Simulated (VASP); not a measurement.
# Mn (Fd-3m) in VASP: further runs

Mn is run at these levels: PBE; tasks: single point.

Program: VASP 6.6.1. These are calculated values, not measurements. Logs are shortened: lines on timing, memory, paths and dates and some standing lists are left out, and cuts for length are marked.

**1. The cell of the first run**

It takes space group Fd-3m (No. 227, cubic). The conventional cell has a = 4.597 Å, b = 4.597 Å, c = 4.597 Å, α = 90.00°, β = 90.00°, γ = 90.00°. Mn (site symmetry -43m) has 4 Mn at 1.99 Å within 2.6 Å.

This isn't the form of Mn at room conditions, which is a 58-atom cubic cell.

**2. Single point, PBE, collinear spin, ferromagnetic start (12.15 Å³/atom)**

Contents of INCAR:

```
ALGO = Normal
EDIFF = 1E-6
ENCUT = 520
GGA = PE
ISIF = 2
ISMEAR = -1
ISPIN = 2
LASPH = True
LCHARG = False
LMAXMIX = 4
LORBIT = 11
LREAL = False
LWAVE = False
MAGMOM = 3 3
NBANDS = 24
NELM = 150
PREC = Accurate
SIGMA = 0.1
```

Contents of KPOINTS:

```
k-points
0
Gamma
  14 14 14
```

Contents of POSCAR:

```
Mn
1.0
    0.0000000000      2.2986570173      2.2986570173
    2.2986570173      0.0000000000      2.2986570173
    2.2986570173      2.2986570173      0.0000000000
Mn
2
Direct
   -0.1250000000     -0.1250000000     -0.1250000000
    0.1250000000      0.1250000000      0.1250000000
```

Potentials or basis: VASP PAW PBE potentials, release 64 (Mn_pv).

On the command line:

```
cat potpaw_PBE.64/Mn_pv/POTCAR > POTCAR
mpirun -np 1 vasp_std > vasp.out
```

OUTCAR:

```text
EDIFF = 1E-6
   ENCUT = 520
   GGA = PE
   ISIF = 2
   ISMEAR = -1
   ISPIN = 2
   LASPH = True
   LORBIT = 11
   LREAL = False
   NELM = 150
   PREC = Accurate

 ion  position               nearest neighbor table
   1  0.875  0.875  0.875-   2 1.99   2 1.99   2 1.99   2 1.99
   2  0.125  0.125  0.125-   1 1.99   1 1.99   1 1.99   1 1.99

  LATTYP: Found a face centered cubic cell.
 ALAT       =     4.5973140346

  Lattice vectors:

 A1 = (   0.0000000000,   2.2986570173,   2.2986570173)
 A2 = (   2.2986570173,   0.0000000000,   2.2986570173)
 A3 = (   2.2986570173,   2.2986570173,   0.0000000000)

Analysis of symmetry for initial positions (statically):
=====================================================================
 Subroutine PRICEL returns:
 Original cell was already a primitive cell.

 Routine SETGRP: Setting up the symmetry group for a
 face centered cubic supercell.

 Subroutine GETGRP returns: Found 48 space group operations
 (whereof 12 operations were pure point group operations)
 out of a pool of 48 trial point group operations.

The static configuration has the point symmetry D_3d.
 The point group associated with its full space group is O_h .

Analysis of symmetry for dynamics (positions and initial velocities):
=====================================================================
 Subroutine PRICEL returns:
 Original cell was already a primitive cell.

 Routine SETGRP: Setting up the symmetry group for a
 face centered cubic supercell.

 Subroutine GETGRP returns: Found 48 space group operations
 (whereof 12 operations were pure point group operations)
 out of a pool of 48 trial point group operations.

The dynamic configuration has the point symmetry D_3d.
 The point group associated with its full space group is O_h .

Analysis of structural, dynamic, and magnetic symmetry:
=====================================================================
 Subroutine PRICEL returns:
 Original cell was already a primitive cell.

 Routine SETGRP: Setting up the symmetry group for a
 face centered cubic supercell.

 Subroutine GETGRP returns: Found 48 space group operations
 (whereof 12 operations were pure point group operations)
 out of a pool of 48 trial point group operations.

The overall configuration has the point symmetry D_3d.
 The point group associated with its full space group is O_h .

 Subroutine INISYM returns: Found 48 space group operations
 (whereof 12 operations are pure point group operations),
 and found     1 'primitive' translations

----------------------------------------------------------------------------------------

                                     Primitive cell

  volume of cell :      24.2914

  direct lattice vectors                    reciprocal lattice vectors
     0.000000000  2.298657017  2.298657017    -0.217518314  0.217518314  0.217518314
     2.298657017  0.000000000  2.298657017     0.217518314 -0.217518314  0.217518314
     2.298657017  2.298657017  0.000000000     0.217518314  0.217518314 -0.217518314

  length of vectors
     3.250791929  3.250791929  3.250791929     0.376752772  0.376752772  0.376752772

  position of ions in fractional coordinates (direct lattice)
     0.875000000  0.875000000  0.875000000
     0.125000000  0.125000000  0.125000000

  ion indices of the primitive-cell ions
   primitive index   ion index
                 1           1
                 2           2

----------------------------------------------------------------------------------------

 KPOINTS: k-points

Automatic generation of k-mesh.
 Grid dimensions read from file:
 generate k-points for:   14   14   14

 Generating k-lattice:

  Cartesian coordinates                     Fractional coordinates (reciprocal lattice)
    -0.015537022  0.015537022  0.015537022     0.071428571  0.000000000  0.000000000
     0.015537022 -0.015537022  0.015537022     0.000000000  0.071428571  0.000000000
     0.015537022  0.015537022 -0.015537022     0.000000000  0.000000000  0.071428571

  Length of vectors
     0.026910912  0.026910912  0.026910912

  Shift w.r.t. Gamma in fractional coordinates (k-lattice)
     0.000000000  0.000000000  0.000000000

 Subroutine IBZKPT returns following result:
 ===========================================

 Found    104 irreducible k-points:

 Following reciprocal coordinates:
            Coordinates               Weight
  0.000000  0.000000  0.000000      1.000000
  0.071429  0.000000  0.000000      8.000000
  0.142857  0.000000  0.000000      8.000000
  0.214286  0.000000  0.000000      8.000000
  0.285714  0.000000  0.000000      8.000000
  0.357143  0.000000  0.000000      8.000000
[... 16 lines left out ...]
  0.214286  0.142857  0.000000     24.000000
  0.285714  0.142857  0.000000     24.000000
 [... further k-points ...]
   k-points           NKPTS =    104   k-points in BZ     NKDIM =    104   number of bands    NBANDS=     24
   number of dos      NEDOS =    301   number of ions     NIONS =      2
   total plane-waves  NPLWV =  13824
   dimension x,y,z NGX =    24 NGY =   24 NGZ =   24
   dimension x,y,z NGXF=    48 NGYF=   48 NGZF=   48
   ions per type =               2
   NGX,Y,Z   is equivalent  to a cutoff of  12.27, 12.27, 12.27 a.u.
   NGXF,Y,Z  is equivalent  to a cutoff of  24.55, 24.55, 24.55 a.u.
 SYSTEM =  unknown system
   PREC   = accura    normal or accurate (medium, high low for compatibility)
   ISTART =      0    job   : 0-new  1-cont  2-samecut
   ICHARG =      2    charge: 1-file 2-atom 10-const
   ISPIN  =      2    spin polarized calculation?
   LNONCOLLINEAR =      F non collinear calculations
   LSORBIT =      F    spin-orbit coupling
   LASPH  =      T    aspherical Exc in radial PAW
   ENCUT  =  520.0 eV  38.22 Ry    6.18 a.u.   6.04  6.04  6.04*2*pi/ulx,y,z
   NELM   =    150;   NELMIN=  2; NELMDL= -5     # of ELM steps
   EDIFF  = 0.1E-05   stopping-criterion for ELM
   LREAL  =      F    real-space projection
   EDIFFG = 0.1E-04   stopping-criterion for IOM
   NSW    =      0    number of steps for IOM
   IBRION =     -1    ionic relax: 0-MD 1-quasi-New 2-CG
   NFREE  =      0    steps in history (QN), initial steepest desc. (CG)
   ISIF   =      2    stress and relaxation
   ISYM   =      2    0-nonsym 1-usesym 2-fastsym
   POTIM  = 0.5000    time-step for ionic-motion
   TEBEG  =    0.0;   TEEND  =   0.0 temperature during run
   PSTRESS=    0.0 pullay stress
   NELECT =      26.0000    total number of electrons
   NUPDOWN=      -1.0000    fix difference up-down
   EMIN   =  10.00;   EMAX   =-10.00  energy-range for DOS
   EFERMI =   0.00;   METHOD = LEGACY
   ISMEAR =    -1;   SIGMA  =   0.10  broadening in eV -4-tet -1-fermi 0-gaus
   EFERMI_NEDOS =   21; number of points for ismear=-14 and -15
   IALGO  =     38    algorithm
   IMIX   =      4    mixing-type and parameters
     AMIX     =   0.40;   BMIX     =  1.00
     AMIX_MAG =   1.60;   BMIX_MAG =  1.00
  volume/ion in A,a.u.               =      12.15        81.96
  Fermi-wavevector in a.u.,A,eV,Ry     =   1.674616  3.164564 38.155322  2.804337
  Thomas-Fermi vector in A             =   2.759380
   LORBIT       =     11    0 simple, 1 ext, 2 COOP (PROOUT), +10 PAW based schemes
   GGA     = PE    functional components
   LHFCALC =     F    Hartree Fock is set to
   AEXX    =    0.0000 exact exchange contribution
   IVDW    =     0    specifies the selected vdW correction
   LEPSILON=     F    determine dielectric tensor
   LRPA    =     F    only Hartree local field effects (RPA)
 spin polarized calculation
  energy-cutoff  :      520.00
  volume of cell :       24.29
 maximum number of plane-waves:       668
   NGX = 13   NGY = 13   NGZ = 13

 number of electron      26.0000035 magnetization       0.0016061

 number of electron      26.0000035 magnetization      -0.0000975

 Free energy of the ion-electron system (eV)
  ---------------------------------------------------
  ext. energy  EPLUGINS =         0.00000000
  ---------------------------------------------------
  free energy    TOTEN  =       -14.35275600 eV

  energy without entropy =      -14.28909445  energy(sigma->0) =      -14.32092523

 E-fermi :   8.7228     XC(G=0): -12.9053

 val. band max:        8.7115154739   @ k =  -0.3571   0.4286   0.1429
 cond. band min:       8.7386714091   @ k =  -0.2857   0.2143   0.0000
 fundamental gap:      0.0271559352
 Fermi energy:         8.7227723082

 spin component 1

 k-point     1 :       0.0000    0.0000    0.0000
  band No.  band energies     occupation
      1     -39.5434      1.00000
      2     -39.5434      1.00000
      3     -39.5434      1.00000
      4     -38.2793      1.00000
      5     -38.2793      1.00000
      6     -38.2793      1.00000
[... 16 lines left out ...]
     23      26.3184      0.00000
     24      26.3184      0.00000

 k-point     2 :       0.0714    0.0000    0.0000
  band No.  band energies     occupation
      1     -39.5523      1.00000
      2     -39.5523      1.00000
      3     -39.5445      1.00000
      4     -38.2799      1.00000
      5     -38.2701      1.00000
      6     -38.2701      1.00000
[... 16 lines left out ...]
     23      26.7252      0.00000
     24      27.4874      0.00000

 k-point     3 :       0.1429    0.0000    0.0000
  band No.  band energies     occupation
      1     -39.5768      1.00000
      2     -39.5768      1.00000
      3     -39.5480      1.00000
      4     -38.2812      1.00000
      5     -38.2449      1.00000
      6     -38.2449      1.00000
[... 16 lines left out ...]
     23      27.2694      0.00000
     24      28.8754      0.00000
[... 514 lines left out ...]
 k-point    23 :       0.2143    0.1429    0.0000
  band No.  band energies     occupation
      1     -39.6524      1.00000
      2     -39.6512      1.00000
      3     -39.4575      1.00000
      4     -38.3781      1.00000
      5     -38.1692      1.00000
      6     -38.1691      1.00000
[... 16 lines left out ...]
     23      28.3134      0.00000
     24      28.9715      0.00000

 k-point    24 :       0.2857    0.1429    0.0000
  band No.  band energies     occupation
      1     -39.6952      1.00000
      2     -39.6865      1.00000
      3     -39.4374      1.00000
      4     -38.4013      1.00000
      5     -38.1328      1.00000
      6     -38.1286      1.00000
[... 16 lines left out ...]
     23      27.9943      0.00000
     24      29.1516      0.00000

 [... further k-points ...]

 spin component 2

 k-point     1 :       0.0000    0.0000    0.0000
  band No.  band energies     occupation
      1     -39.5435      1.00000
      2     -39.5435      1.00000
      3     -39.5435      1.00000
      4     -38.2795      1.00000
      5     -38.2795      1.00000
      6     -38.2795      1.00000
[... 16 lines left out ...]
     23      26.3184      0.00000
     24      26.3184      0.00000

 k-point     2 :       0.0714    0.0000    0.0000
  band No.  band energies     occupation
      1     -39.5524      1.00000
      2     -39.5524      1.00000
      3     -39.5446      1.00000
      4     -38.2800      1.00000
      5     -38.2702      1.00000
      6     -38.2702      1.00000
[... 16 lines left out ...]
     23      26.7251      0.00000
     24      27.4874      0.00000

 k-point     3 :       0.1429    0.0000    0.0000
  band No.  band energies     occupation
      1     -39.5769      1.00000
      2     -39.5769      1.00000
      3     -39.5481      1.00000
      4     -38.2813      1.00000
      5     -38.2450      1.00000
      6     -38.2450      1.00000
[... 16 lines left out ...]
     23      27.2693      0.00000
     24      28.8754      0.00000
[... 514 lines left out ...]
 k-point    23 :       0.2143    0.1429    0.0000
  band No.  band energies     occupation
      1     -39.6525      1.00000
      2     -39.6513      1.00000
      3     -39.4577      1.00000
      4     -38.3783      1.00000
      5     -38.1693      1.00000
      6     -38.1692      1.00000
[... 16 lines left out ...]
     23      28.3133      0.00000
     24      28.9714      0.00000

 k-point    24 :       0.2857    0.1429    0.0000
  band No.  band energies     occupation
      1     -39.6953      1.00000
      2     -39.6866      1.00000
      3     -39.4376      1.00000
      4     -38.4014      1.00000
      5     -38.1329      1.00000
      6     -38.1287      1.00000
[... 16 lines left out ...]
     23      27.9942      0.00000
     24      29.1515      0.00000

 [... further k-points ...]

------------------------ aborting loop because EDIFF is reached ----------------------------------------

  FORCE on cell =-STRESS in cart. coord.  units (eV):
  Direction    XX          YY          ZZ          XY          YZ          ZX
  --------------------------------------------------------------------------------------
  -------------------------------------------------------------------------------------
  Total        8.2283897      8.2283897      8.2283897      0.0000000      0.0000000      0.0000000
  in kB      542.7163601    542.7163601    542.7163601      0.0000000      0.0000000      0.0000000
  external PRESSURE =     542.7163601 kB  Pullay stress =       0.0000000 kB

 VOLUME and BASIS-vectors are now :
 -----------------------------------------------------------------------------
  energy-cutoff  :      520.00
  volume of cell :       24.29
      direct lattice vectors                 reciprocal lattice vectors
     0.000000000  2.298657017  2.298657017    -0.217518314  0.217518314  0.217518314
     2.298657017  0.000000000  2.298657017     0.217518314 -0.217518314  0.217518314
     2.298657017  2.298657017  0.000000000     0.217518314  0.217518314 -0.217518314

 POSITION                                       TOTAL-FORCE (eV/Angst)
 -----------------------------------------------------------------------------------
      4.02265      4.02265      4.02265        -0.000000      0.000000     -0.000000
      0.57466      0.57466      0.57466         0.000000     -0.000000      0.000000
 -----------------------------------------------------------------------------------
    total drift:                                0.000000      0.000000      0.000000

  FREE ENERGIE OF THE ION-ELECTRON SYSTEM (eV)
  ---------------------------------------------------
  free  energy   TOTEN  =       -14.3527560040 eV

  energy  without entropy=      -14.2890944509  energy(sigma->0) =      -14.32092523

 total charge

# of ion       s       p       d       tot
------------------------------------------
    1        0.551   6.348   5.584  12.483
    2        0.551   6.348   5.584  12.483
--------------------------------------------------
tot          1.102  12.696  11.167  24.965

 magnetization (x)

# of ion       s       p       d       tot
------------------------------------------
    1       -0.000   0.000  -0.000  -0.000
    2       -0.000   0.000  -0.000  -0.000
--------------------------------------------------
tot         -0.000   0.000  -0.000  -0.000
```

Wall time 26 s (1 thread of Intel Xeon 6975P-C (Granite Rapids), shared host); peak memory 0.2 GiB.

What came out:

```
Free energy                                           : -14.3528 eV
Pressure                                              : 54.3 GPa
Band gap on the k mesh                                : zero (filled and empty bands overlap)
Net moment                                            : 0.00 μB per cell
Valence electrons inside the program's atomic spheres : Mn 12.48
```

Caveat: atoms lie so close that the PAW spheres overlap strongly, which falsifies energies and pressures; the cell stands under pressure.

**3. Single point, PBE, collinear spin, ferromagnetic start (13.66 Å³/atom)**

This run uses another cell than the first one, of 13.66 Å³/atom.

Contents of INCAR:

```
ALGO     = Normal         # electronic algorithm
EDIFF    = 1E-6           # SCF threshold, eV
ENCUT    = 520            # plane-wave cutoff, eV
GGA      = PE             # functional
ISIF     = 2              # what is computed and relaxed
ISMEAR   = -1             # smearing method
ISPIN    = 2              # spin polarisation
LASPH    = True           # aspherical terms in the spheres
LCHARG   = False          # write CHGCAR
LMAXMIX  = 4              # l up to which the mixer works
LORBIT   = 11             # projections on sites
LREAL    = False          # projectors in reciprocal space
LWAVE    = False          # write WAVECAR
MAGMOM   = 3 3            # initial moments
NBANDS   = 24             # bands
NELM     = 150            # most SCF steps
PREC     = Accurate       # precision mode
SIGMA    = 0.1            # smearing width, eV
```

KPOINTS is that of step 2.

Contents of POSCAR:

```
Mn
1.0
    0.0000000000      2.3906996382      2.3906996382
    2.3906996382      0.0000000000      2.3906996382
    2.3906996382      2.3906996382      0.0000000000
Mn
2
Direct
   -0.1250000000     -0.1250000000     -0.1250000000
    0.1250000000      0.1250000000      0.1250000000
```

Potentials or basis: VASP PAW PBE potentials, release 64 (Mn_pv).

On the command line:

```
cat potpaw_PBE.64/Mn_pv/POTCAR > POTCAR
mpirun -np 1 vasp_std > vasp.out
```

Wall time 60 s (1 thread of Intel Xeon 6975P-C (Granite Rapids), shared host); peak memory 0.23 GiB.

Results (log left out):

```yaml
Free_energy: -15.0294 eV
Pressure: 20.1 GPa
Band_gap_on_the_k_mesh: zero (filled and empty bands overlap)
Net_moment: 0.00 μB per cell
Valence_electrons_inside_the_program's_atomic_spheres: Mn 12.24
```

Levels at points of the mesh, in eV from the Fermi level:
Spin up:
| k point | band 9 | band 10 | band 11 | band 12 | band 13 | band 14 | band 15 | band 16 | band 17 | band 18 |
| --- | --- | --- | --- | --- | --- | --- | --- | --- | --- | --- |
| (0.00, 0.00, 0.00) | -2.47 | -1.91 | -1.91 | -1.91 | 0.46 | 0.46 | 0.46 | 2.58 | 2.58 | 15.44 |
| (0.50, 0.00, 0.00) | -2.33 | -2.33 | -1.97 | -1.97 | -0.42 | 1.22 | 1.22 | 2.23 | 2.23 | 3.85 |
| (0.50, 0.50, 0.00) | -1.88 | -1.88 | -0.49 | -0.49 | 0.02 | 0.02 | 2.47 | 2.47 | 3.94 | 3.94 |
Spin down:
```
           k point  band 11  band 12  band 13  band 14  band 15  band 16
(0.00, 0.00, 0.00)    -1.91    -1.91     0.46     0.46     0.46     2.58
(0.50, 0.00, 0.00)    -1.97    -1.97    -0.42     1.22     1.22     2.23
(0.50, 0.50, 0.00)    -0.49    -0.49     0.02     0.02     2.47     2.47
```

Caveat: atoms lie so close that the PAW spheres overlap strongly, which falsifies energies and pressures; the cell stands under pressure.

(Part 1 of 2 ends here.)
